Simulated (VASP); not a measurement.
# Cs3Pb4Br12 (a cell with a defect) in VASP: single point with PBE

Aim: the single point of Cs3Pb4Br12 (a cell with a defect) with PBE.

Everything below comes from runs of VASP 6.6.1. Logs are shortened: lines on timing, memory, paths and dates and some standing lists are left out, and cuts for length are marked.

**1. The cell of the first run**

The cell holds a defect, 19 atoms: a = 10.167 Å, b = 10.167 Å, c = 10.167 Å, α = 109.47°, β = 109.47°, γ = 109.47°.

**2. Single point, PBE (atoms taken out, then relaxed in part)**

File INCAR:

```
PREC = Accurate ; ENCUT = 520
EDIFF = 1E-6 ; ISMEAR = -1
SIGMA = 0.01 ; LREAL = Auto
LASPH = T ; NELM = 80
ALGO = Normal ; ISIF = 2
LWAVE = F ; LCHARG = T
GGA = PE ; LELF = T
LVHAR = T ; NELECT = 168.0
NBANDS = 98
```

File KPOINTS:

```
regular mesh
0
Gamma
  2 2 2
```

File POSCAR:

```
Cs3Pb4Br12
1.0
   -5.8700000000      5.8700000000      5.8700000000
    5.8700000000     -5.8700000000      5.8700000000
    5.8700000000      5.8700000000     -5.8700000000
Cs Pb Br
3 4 12
Direct
    0.5000000000      0.5000000000      0.0000000000
    0.5000000000      0.0000000000      0.5000000000
    0.0000000000      0.5000000000      0.5000000000
    0.5000000000      0.5000000000      0.5000000000
    0.0000000000      0.0000000000      0.5000000000
    0.0000000000      0.5000000000      0.0000000000
    0.5000000000      0.0000000000      0.0000000000
    0.5203458717      0.2601729359      0.2601729359
    0.0000000000      0.7398270641      0.2601729359
    0.0000000000      0.2601729359      0.7398270641
    0.4796541283      0.7398270641      0.7398270641
    0.2601729359      0.5203458717      0.2601729359
    0.7398270641      0.0000000000      0.2601729359
    0.7398270641      0.4796541283      0.7398270641
    0.2601729359      0.0000000000      0.7398270641
    0.2601729359      0.2601729359      0.5203458717
    0.7398270641      0.7398270641      0.4796541283
    0.7398270641      0.2601729359      0.0000000000
    0.2601729359      0.7398270641      0.0000000000
```

Potentials or basis: VASP PAW PBE potentials, release 64 (Cs_sv, Pb_d, Br).

On the command line:

```bash
$ cat potpaw_PBE.64/Cs_sv/POTCAR potpaw_PBE.64/Pb_d/POTCAR potpaw_PBE.64/Br/POTCAR > POTCAR
$ mpirun -np 1 vasp_std > vasp.out
```

OUTCAR:

```text
PREC = Accurate
   ENCUT = 520
   EDIFF = 1E-6
   ISMEAR = -1
   LREAL = Auto
   LASPH = T
   NELM = 80
   ISIF = 2
   GGA = PE
   NELECT = 168.0

 ion  position               nearest neighbor table
   1  0.500  0.500  0.000-
   2  0.500  0.000  0.500-
   3  0.000  0.500  0.500-
   4  0.500  0.500  0.500-  16 2.94  17 2.94  12 2.94  14 2.94   8 2.94  11 2.94
   5  0.000  0.000  0.500-   9 2.94  10 2.94  13 2.94  15 2.94  16 2.94  17 2.94
   6  0.000  0.500  0.000-   9 2.94  10 2.94  18 2.94  19 2.94  12 2.94  14 2.94
   7  0.500  0.000  0.000-  13 2.94  15 2.94  18 2.94  19 2.94   8 2.94  11 2.94
   8  0.520  0.260  0.260-   4 2.94   7 2.94
   9  0.000  0.740  0.260-   5 2.94   6 2.94
  10  0.000  0.260  0.740-   5 2.94   6 2.94
  11  0.480  0.740  0.740-   4 2.94   7 2.94
  12  0.260  0.520  0.260-   4 2.94   6 2.94
  13  0.740  0.000  0.260-   5 2.94   7 2.94
  14  0.740  0.480  0.740-   4 2.94   6 2.94
  15  0.260  0.000  0.740-   5 2.94   7 2.94
  16  0.260  0.260  0.520-   4 2.94   5 2.94
  17  0.740  0.740  0.480-   4 2.94   5 2.94
  18  0.740  0.260  0.000-   6 2.94   7 2.94
  19  0.260  0.740  0.000-   6 2.94   7 2.94

  LATTYP: Found a body centered cubic cell.
 ALAT       =    11.7400000000

  Lattice vectors:

 A1 = (  -5.8700000000,   5.8700000000,   5.8700000000)
 A2 = (   5.8700000000,  -5.8700000000,   5.8700000000)
 A3 = (   5.8700000000,   5.8700000000,  -5.8700000000)

Analysis of symmetry for initial positions (statically):
=====================================================================
 Subroutine PRICEL returns:
 Original cell was already a primitive cell.

 Routine SETGRP: Setting up the symmetry group for a
 body centered cubic supercell.

 Subroutine GETGRP returns: Found 48 space group operations
 (whereof 48 operations were pure point group operations)
 out of a pool of 48 trial point group operations.

The static configuration has the point symmetry O_h .

Analysis of symmetry for dynamics (positions and initial velocities):
=====================================================================
 Subroutine PRICEL returns:
 Original cell was already a primitive cell.

 Routine SETGRP: Setting up the symmetry group for a
 body centered cubic supercell.

 Subroutine GETGRP returns: Found 48 space group operations
 (whereof 48 operations were pure point group operations)
 out of a pool of 48 trial point group operations.

The dynamic configuration has the point symmetry O_h .

 Subroutine INISYM returns: Found 48 space group operations
 (whereof 48 operations are pure point group operations),
 and found     1 'primitive' translations

----------------------------------------------------------------------------------------

                                     Primitive cell

  volume of cell :     809.0480

  direct lattice vectors                    reciprocal lattice vectors
    -5.870000000  5.870000000  5.870000000     0.000000000  0.085178876  0.085178876
     5.870000000 -5.870000000  5.870000000     0.085178876  0.000000000  0.085178876
     5.870000000  5.870000000 -5.870000000     0.085178876  0.085178876  0.000000000

  length of vectors
    10.167138240 10.167138240 10.167138240     0.120461121  0.120461121  0.120461121

  position of ions in fractional coordinates (direct lattice)
     0.500000000  0.500000000  0.000000000
     0.500000000  0.000000000  0.500000000
     0.000000000  0.500000000  0.500000000
     0.500000000  0.500000000  0.500000000
     0.000000000  0.000000000  0.500000000
     0.000000000  0.500000000  0.000000000
[... 11 lines left out ...]
     0.739827064  0.260172936  0.000000000
     0.260172936  0.739827064  0.000000000

  ion indices of the primitive-cell ions
   primitive index   ion index
                 1           1
                 2           2
                 3           3
                 4           4
                 5           5
                 6           6
[... 11 lines left out ...]
                18          18
                19          19

----------------------------------------------------------------------------------------

 KPOINTS: regular mesh

Automatic generation of k-mesh.
 Grid dimensions read from file:
 generate k-points for:    2    2    2

 Generating k-lattice:

  Cartesian coordinates                     Fractional coordinates (reciprocal lattice)
     0.000000000  0.042589438  0.042589438     0.500000000  0.000000000  0.000000000
     0.042589438  0.000000000  0.042589438     0.000000000  0.500000000  0.000000000
     0.042589438  0.042589438  0.000000000     0.000000000  0.000000000  0.500000000

  Length of vectors
     0.060230561  0.060230561  0.060230561

  Shift w.r.t. Gamma in fractional coordinates (k-lattice)
     0.000000000  0.000000000  0.000000000

 Subroutine IBZKPT returns following result:
 ===========================================

 Found      3 irreducible k-points:

 Following reciprocal coordinates:
            Coordinates               Weight
  0.000000  0.000000  0.000000      1.000000
  0.500000  0.000000  0.000000      6.000000
  0.500000  0.500000  0.500000      1.000000
   k-points           NKPTS =      3   k-points in BZ     NKDIM =      3   number of bands    NBANDS=     98
   number of dos      NEDOS =    301   number of ions     NIONS =     19
   total plane-waves  NPLWV = 512000
   dimension x,y,z NGX =    80 NGY =   80 NGZ =   80
   dimension x,y,z NGXF=   160 NGYF=  160 NGZF=  160
   ions per type =               3   4  12
   NGX,Y,Z   is equivalent  to a cutoff of  13.08, 13.08, 13.08 a.u.
   NGXF,Y,Z  is equivalent  to a cutoff of  26.16, 26.16, 26.16 a.u.
 SYSTEM =  unknown system
   PREC   = accura    normal or accurate (medium, high low for compatibility)
   ISTART =      0    job   : 0-new  1-cont  2-samecut
   ICHARG =      2    charge: 1-file 2-atom 10-const
   ISPIN  =      1    spin polarized calculation?
   LNONCOLLINEAR =      F non collinear calculations
   LSORBIT =      F    spin-orbit coupling
   LASPH  =      T    aspherical Exc in radial PAW
   ENCUT  =  520.0 eV  38.22 Ry    6.18 a.u.  18.90 18.90 18.90*2*pi/ulx,y,z
   NELM   =     80;   NELMIN=  2; NELMDL= -5     # of ELM steps
   EDIFF  = 0.1E-05   stopping-criterion for ELM
   LREAL  =      T    real-space projection
   EDIFFG = 0.1E-04   stopping-criterion for IOM
   NSW    =      0    number of steps for IOM
   IBRION =     -1    ionic relax: 0-MD 1-quasi-New 2-CG
   NFREE  =      0    steps in history (QN), initial steepest desc. (CG)
   ISIF   =      2    stress and relaxation
   ISYM   =      2    0-nonsym 1-usesym 2-fastsym
   POTIM  = 0.5000    time-step for ionic-motion
   TEBEG  =    0.0;   TEEND  =   0.0 temperature during run
   PSTRESS=    0.0 pullay stress
   NELECT =     168.0000    total number of electrons
   NUPDOWN=      -1.0000    fix difference up-down
   EMIN   =  10.00;   EMAX   =-10.00  energy-range for DOS
   EFERMI =   0.00;   METHOD = LEGACY
   ISMEAR =    -1;   SIGMA  =   0.01  broadening in eV -4-tet -1-fermi 0-gaus
   EFERMI_NEDOS =   21; number of points for ismear=-14 and -15
   IALGO  =     38    algorithm
   IMIX   =      4    mixing-type and parameters
     AMIX     =   0.40;   BMIX     =  1.00
     AMIX_MAG =   1.60;   BMIX_MAG =  1.00
  volume/ion in A,a.u.               =      42.58       287.35
  Fermi-wavevector in a.u.,A,eV,Ry     =   0.969438  1.831971 12.786879  0.939809
  Thomas-Fermi vector in A             =   2.099490
   LORBIT       =      0    0 simple, 1 ext, 2 COOP (PROOUT), +10 PAW based schemes
   GGA     = PE    functional components
   LHFCALC =     F    Hartree Fock is set to
   AEXX    =    0.0000 exact exchange contribution
   IVDW    =     0    specifies the selected vdW correction
   LEPSILON=     F    determine dielectric tensor
   LRPA    =     F    only Hartree local field effects (RPA)
 non-spin polarized calculation
  energy-cutoff  :      520.00
  volume of cell :      809.05
 maximum number of plane-waves:     21769
 NGX is ok and might be reduce to    80
   NGX = 37   NGY = 37   NGZ = 37

 number of electron     168.0000021 magnetization

 Free energy of the ion-electron system (eV)
  ---------------------------------------------------
  ext. energy  EPLUGINS =         0.00000000
  ---------------------------------------------------
  free energy    TOTEN  =       -58.40713222 eV

  energy without entropy =      -58.40713222  energy(sigma->0) =      -58.40713222

 E-fermi :   1.0513     XC(G=0):  -7.3227

 val. band max:        0.7670014482   @ k =   0.5000   0.5000   0.5000
 cond. band min:       2.4320678616   @ k =   0.5000   0.5000   0.5000
 fundamental gap:      1.6650664134
 Fermi energy:         1.0513357516

 k-point     1 :       0.0000    0.0000    0.0000
  band No.  band energies     occupation
      1     -20.6715      2.00000
      2     -20.6698      2.00000
      3     -20.6698      2.00000
      4     -16.0781      2.00000
      5     -16.0781      2.00000
      6     -16.0501      2.00000
[... 88 lines left out ...]
     95       5.8478      0.00000
     96       5.8478      0.00000

 k-point     2 :       0.5000    0.0000    0.0000
  band No.  band energies     occupation
      1     -20.6709      2.00000
      2     -20.6703      2.00000
      3     -20.6698      2.00000
      4     -16.0638      2.00000
      5     -16.0637      2.00000
      6     -16.0328      2.00000
[... 88 lines left out ...]
     95       5.2771      0.00000
     96       5.3312      0.00000

 k-point     3 :       0.5000    0.5000    0.5000
  band No.  band energies     occupation
      1     -20.6708      2.00000
      2     -20.6708      2.00000
      3     -20.6694      2.00000
      4     -16.0779      2.00000
      5     -16.0779      2.00000
      6     -16.0779      2.00000
[... 88 lines left out ...]
     95       5.7779      0.00000
     96       5.7791      0.00000
 [bands above 96 left out]

------------------------ aborting loop because EDIFF is reached ----------------------------------------

  FORCE on cell =-STRESS in cart. coord.  units (eV):
  Direction    XX          YY          ZZ          XY          YZ          ZX
  --------------------------------------------------------------------------------------
  -------------------------------------------------------------------------------------
  Total       13.4410991     13.4410991     13.4410991      0.0000000     -0.0000000      0.0000000
  in kB       26.6177333     26.6177333     26.6177333      0.0000000     -0.0000000      0.0000000
  external PRESSURE =      26.6177333 kB  Pullay stress =       0.0000000 kB

 VOLUME and BASIS-vectors are now :
 -----------------------------------------------------------------------------
  energy-cutoff  :      520.00
  volume of cell :      809.05
      direct lattice vectors                 reciprocal lattice vectors
    -5.870000000  5.870000000  5.870000000     0.000000000  0.085178876  0.085178876
     5.870000000 -5.870000000  5.870000000     0.085178876  0.000000000  0.085178876
     5.870000000  5.870000000 -5.870000000     0.085178876  0.085178876  0.000000000

 POSITION                                       TOTAL-FORCE (eV/Angst)
 -----------------------------------------------------------------------------------
      0.00000      0.00000      5.87000         0.000000     -0.000000     -0.000000
      0.00000      5.87000      0.00000         0.000000     -0.000000     -0.000000
      5.87000      0.00000      0.00000        -0.000000     -0.000000     -0.000000
      2.93500      2.93500      2.93500        -0.000000     -0.000000     -0.000000
      2.93500      2.93500     -2.93500         0.000000     -0.000000     -0.000000
      2.93500     -2.93500      2.93500         0.000000     -0.000000     -0.000000
[... 11 lines left out ...]
     -2.81557      2.81557      5.87000        -0.002597      0.002597     -0.000000
      2.81557     -2.81557      5.87000         0.002597     -0.002597     -0.000000
 -----------------------------------------------------------------------------------
    total drift:                                0.000000      0.000000     -0.000000

  FREE ENERGIE OF THE ION-ELECTRON SYSTEM (eV)
  ---------------------------------------------------
  free  energy   TOTEN  =       -58.4071322242 eV

  energy  without entropy=      -58.4071322242  energy(sigma->0) =      -58.40713222
```

Run time: 6.5 min. Hardware: 1 thread of Intel Xeon Platinum 8375C at 2.90GHz (Ice Lake), shared host; peak memory 1 GiB.

What came out:

```
Free energy   : -58.4071 eV
Largest force : 0.004 eV/Å
```

Forces on the atoms (eV/Å):
```
Cs   0.000  0.000  0.000
Cs   0.000  0.000  0.000
Cs   0.000  0.000  0.000
Pb   0.000  0.000  0.000
Pb   0.000  0.000  0.000
Pb   0.000  0.000  0.000
Pb   0.000  0.000  0.000
Br   0.000 -0.003 -0.003
Br   0.000 -0.003  0.003
Br   0.000  0.003 -0.003
Br   0.000  0.003  0.003
Br  -0.003  0.000 -0.003
Br  -0.003  0.000  0.003
Br   0.003  0.000  0.003
Br   0.003  0.000 -0.003
Br  -0.003 -0.003  0.000
Br   0.003  0.003  0.000
Br  -0.003  0.003  0.000
Br   0.003 -0.003  0.000
```

Caveat: the cell carries a net charge on a neutralising background, which shifts energy and pressure; the cell differs from its parent crystal (atoms taken out, then relaxed in part); the cell is charged against a uniform background, so pressure and absolute levels hang on convention; spin-orbit coupling is left out, which moves the levels of the heavy elements.
